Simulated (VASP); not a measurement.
# Co (P6_3/mmc) in VASP: further runs, part 2 of 2

VASP 6.6.1.

### Step 5. Single point, PBE, collinear spin, ferromagnetic start

File INCAR:

```
ALGO = Normal
EDIFF = 1E-7
ENCUT = 520
GGA = PE
ISIF = 2
ISMEAR = -1
ISPIN = 2
LASPH = True
LCHARG = False
LMAXMIX = 4
LORBIT = 11
LREAL = False
LWAVE = False
MAGMOM = 1.7 1.7 1.7 1.7
NBANDS = 30
NELM = 150
PREC = Accurate
SIGMA = 0.08
```

File KPOINTS:

```
k-points
0
Gamma
  8 12 7
```

File POSCAR:

```
Co
1.0
    0.0000000000      0.0000000000      4.0699000000
    2.5074000000      0.0000000000      0.0000000000
    0.0000000000      4.3429441948      0.0000000000
Co
4
Direct
    0.2500000000      1.0000000000      0.3333333334
    0.2500000000      0.5000000000      0.8333333334
    0.7500000000      0.5000000000      0.1666666666
    0.7500000000      0.0000000000      0.6666666666
```

Potentials or basis: VASP PAW PBE potentials, release 64 (Co).

Started as:

```console
$ cat potpaw_PBE.64/Co/POTCAR > POTCAR
$ mpirun -np 1 vasp_std > vasp.out
```

OUTCAR:

```text
EDIFF = 1E-7
   ENCUT = 520
   GGA = PE
   ISIF = 2
   ISMEAR = -1
   ISPIN = 2
   LASPH = True
   LORBIT = 11
   LREAL = False
   NELM = 150
   PREC = Accurate

 ion  position               nearest neighbor table
   1  0.250  0.000  0.333-   4 2.50   4 2.50   3 2.50   3 2.50   3 2.50   3 2.50   2 2.51   2 2.51
                             2 2.51   2 2.51
   2  0.250  0.500  0.833-   3 2.50   3 2.50   4 2.50   4 2.50   4 2.50   4 2.50   1 2.51   1 2.51
                             1 2.51   1 2.51
   3  0.750  0.500  0.167-   2 2.50   2 2.50   1 2.50   1 2.50   1 2.50   1 2.50   4 2.51   4 2.51
                             4 2.51   4 2.51
   4  0.750  0.000  0.667-   1 2.50   1 2.50   2 2.50   2 2.50   2 2.50   2 2.50   3 2.51   3 2.51
                             3 2.51   3 2.51

  LATTYP: Found a simple orthorhombic cell.
 ALAT       =     2.5074000000
 B/A-ratio  =     1.6231554598
 C/A-ratio  =     1.7320508075

  Lattice vectors:

 A1 = (  -2.5074000000,   0.0000000000,   0.0000000000)
 A2 = (   0.0000000000,   0.0000000000,   4.0699000000)
 A3 = (   0.0000000000,   4.3429441948,   0.0000000000)

Analysis of symmetry for initial positions (statically):
=====================================================================
 Subroutine PRICEL returns following result:

  LATTYP: Found a hexagonal cell.
 ALAT       =     2.5074000000
 C/A-ratio  =     1.6231554598
[... 12 lines left out ...]
 Subroutine GETGRP returns: Found  8 space group operations
 (whereof  4 operations were pure point group operations)
 out of a pool of  8 trial point group operations.

The static configuration has the point symmetry C_2h.
 The point group associated with its full space group is D_2h.

Analysis of symmetry for dynamics (positions and initial velocities):
=====================================================================
 Subroutine PRICEL returns following result:

  LATTYP: Found a hexagonal cell.
 ALAT       =     2.5074000000
 C/A-ratio  =     1.6231554598
[... 187 lines left out ...]

  energy without entropy =      -28.08319588  energy(sigma->0) =      -28.12280198

 E-fermi :   9.9612     XC(G=0): -13.2811

 val. band max:        9.9610055385   @ k =   0.3750   0.1667   0.2857
 cond. band min:       9.9686236710   @ k =   0.3750   0.3333   0.0000
 fundamental gap:      0.0076181325
 Fermi energy:         9.9611615386

 spin component 1

 k-point     1 :       0.0000    0.0000    0.0000
  band No.  band energies     occupation
      1       1.1764      1.00000
      2       4.9259      1.00000
      3       5.3075      1.00000
      4       5.3167      1.00000
      5       5.5891      1.00000
      6       7.2520      1.00000
[... 781 lines left out ...]
     29      23.4224      0.00000
     30      23.7427      0.00000

 [... further k-points ...]

 spin component 2

 k-point     1 :       0.0000    0.0000    0.0000
  band No.  band energies     occupation
      1       1.1687      1.00000
      2       5.8712      1.00000
      3       6.1886      1.00000
      4       6.5237      1.00000
      5       6.8284      1.00000
      6       8.1687      1.00000
[... 781 lines left out ...]
     29      23.8504      0.00000
     30      24.1311      0.00000

 [... further k-points ...]

------------------------ aborting loop because EDIFF is reached ----------------------------------------

  FORCE on cell =-STRESS in cart. coord.  units (eV):
  Direction    XX          YY          ZZ          XY          YZ          ZX
  --------------------------------------------------------------------------------------
  -------------------------------------------------------------------------------------
  Total       -1.0659288     -1.2389723     -1.4537680      0.0000000      0.0000000      0.0000000
  in kB      -38.5342728    -44.7899487    -52.5550046      0.0000000      0.0000000      0.0000000
  external PRESSURE =     -45.2930754 kB  Pullay stress =       0.0000000 kB

 VOLUME and BASIS-vectors are now :
 -----------------------------------------------------------------------------
  energy-cutoff  :      520.00
  volume of cell :       44.32
      direct lattice vectors                 reciprocal lattice vectors
     0.000000000  0.000000000  4.069900000     0.000000000  0.000000000  0.245706283
     2.507400000  0.000000000  0.000000000     0.398819494  0.000000000  0.000000000
     0.000000000  4.342944195  0.000000000     0.000000000  0.230258542  0.000000000

 POSITION                                       TOTAL-FORCE (eV/Angst)
 -----------------------------------------------------------------------------------
      0.00000      1.44765      1.01747        -0.000000      0.001035     -0.000000
      1.25370      3.61912      1.01747         0.000000      0.001035     -0.000000
      1.25370      0.72382      3.05242        -0.000000     -0.001035      0.000000
      0.00000      2.89530      3.05242         0.000000     -0.001035      0.000000
 -----------------------------------------------------------------------------------
    total drift:                               -0.000000     -0.000000      0.000000

  FREE ENERGIE OF THE ION-ELECTRON SYSTEM (eV)
  ---------------------------------------------------
  free  energy   TOTEN  =       -28.1624080822 eV

  energy  without entropy=      -28.0831958828  energy(sigma->0) =      -28.12280198

 total charge

# of ion       s       p       d       tot
------------------------------------------
    1        0.480   0.504   7.249   8.233
    2        0.480   0.504   7.249   8.233
    3        0.480   0.504   7.249   8.233
    4        0.480   0.504   7.249   8.233
--------------------------------------------------
tot          1.920   2.014  28.996  32.930

 magnetization (x)

# of ion       s       p       d       tot
------------------------------------------
    1       -0.014  -0.053   1.715   1.648
    2       -0.014  -0.053   1.715   1.648
    3       -0.014  -0.053   1.715   1.648
    4       -0.014  -0.053   1.715   1.648
--------------------------------------------------
tot         -0.058  -0.211   6.859   6.590
```

stdout:

```text
POSCAR found type information on POSCAR Co
 POSCAR found :  1 types and       4 ions
 scaLAPACK will be used
 LDA part: xc-table for (Slater+PW92), standard interpolation
 POSCAR, INCAR and KPOINTS ok, starting setup
 FFT: planning ... GRIDC
 FFT: planning ... GRID_SOFT
 FFT: planning ... GRID
 WAVECAR not read
 entering main loop
```

It took 2.8 min on 1 thread of AMD EPYC 9R45 (Zen 5), shared host; peak memory 0.31 GiB.

What came out:

```
Free energy                                           : -28.1624 eV
Pressure                                              : -4.5 GPa
Net moment                                            : 6.50 μB per cell
Site moments                                          : Co +1.65 μB
Valence electrons inside the program's atomic spheres : Co 8.23
```

Levels at points of the mesh, in eV from the Fermi level:
Spin up:
```
           k point  band 19  band 20  band 21  band 22  band 23  band 24
(0.00, 0.00, 0.00)    -0.73    -0.66    -0.59    -0.10     1.25     3.22
(0.50, 0.00, 0.00)    -1.08    -1.08    -0.64    -0.64     1.57     1.57
(0.00, 0.50, 0.00)    -0.71    -0.71     0.99     0.99     7.41     7.41
(0.50, 0.50, 0.00)    -0.68    -0.68     2.35     2.35     2.35     2.35
```
Spin down:
```
           k point  band 13  band 14  band 15  band 16  band 17  band 18
(0.00, 0.00, 0.00)    -0.56    -0.56    -0.17    -0.13    -0.13     1.03
(0.50, 0.00, 0.00)    -0.03    -0.03     0.25     0.25     0.70     0.70
(0.00, 0.50, 0.00)    -0.60    -0.60     0.42     0.42     1.09     1.09
(0.50, 0.50, 0.00)    -0.23    -0.23    -0.23    -0.23     1.20     1.20
```

Caveat: the cell stands under tension.

### Step 6. The runs side by side

| spin | gap on the mesh (eV) | pressure (GPa) | moment (μB) |
| --- | --- | --- | --- |
| collinear, antiferromagnetic start | none | -12.5 | 0.00 |
| off | none | -14.9 | - |
| collinear, ferromagnetic start | none | -4.5 | 6.50 |

Alike in all rows: task single point; level PBE; potentials or basis VASP PAW PBE potentials, release 64 (Co); cell as given; k mesh 8 × 12 × 7; cutoff (eV) 520; smearing fermi-dirac 0.08 eV.

Caveats: the cell stands under tension.

Total energies depend on the potentials used, so only differences within one code and one set of settings carry meaning.
